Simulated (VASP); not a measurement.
Write the native input for VASP 6.6.1 that does the following.

```
Task                   : relaxation of cell and atoms
Functional             : PBE
Potentials or basis    : VASP PAW PBE potentials, release 64 (C)
Cutoff                 : 600 eV
k mesh                 : 8 × 8 × 8
Occupations            : gaussian, width 0.1 eV
Spin                   : no spin polarisation
Dipole correction      : no
Further INCAR settings : ALGO = Normal; EDIFF = 1e-06; IBRION = 2; EDIFFG = -0.04; NSW = 90; ISIF = 3
```

The structure of C lies in POSCAR:

```
C
1.0
   -1.2986469400      2.1258815100      2.1828897100
    1.2986469400     -2.1258815100      2.1828897100
    1.2986469400      2.1258815100     -2.1828897100
C
4
Direct
    0.9115308200      0.3404630000      0.5710678200
    0.7306048300      0.6595370000      0.0710678200
    0.0884691800      0.6595370000      0.4289321800
    0.2693951700      0.3404630000      0.9289321800
```

These files were run (other wordings do the same):

INCAR

```
SYSTEM = C
PREC = Accurate
ENCUT = 600
EDIFF = 1E-6
ISMEAR = 0
SIGMA = 0.1
LREAL = .False.
LASPH = .True.
NELM = 100
ALGO = Normal
ISIF = 3
LWAVE = .False.
LCHARG = .False.
GGA = PE
IBRION = 2
NSW = 90
EDIFFG = -0.04
```

KPOINTS

```
regular mesh
0
Gamma
  8 8 8
  0 0 0
```

Potentials or basis: VASP PAW PBE potentials, release 64 (C).

Run with:

```bash
$ cat potpaw_PBE.64/C/POTCAR > POTCAR
$ mpirun -np 1 vasp_std > vasp.out
```

It gave:

The relaxed volume is 6.62 Å³/atom. The relaxed cell is a = 3.484 Å, b = 3.484 Å, c = 3.484 Å, α = 137.07°, β = 89.81°, γ = 105.73°, the space group after relaxing (to 0.05 Å) is Imma (No. 74) and the energy gained by relaxing is 196.5 meV/atom. The ionic steps are 12, the pressure after relaxing is -0.1 GPa and the largest force after relaxing is 0.009 eV/Å. The band gap on the k mesh is 2.74 eV, indirect (least direct gap 3.98 eV).

Wall time 120 s on 1 thread of Intel(R) Xeon(R) 6975P-C (Granite Rapids), with other jobs on the host, peak memory 0.16 GiB.
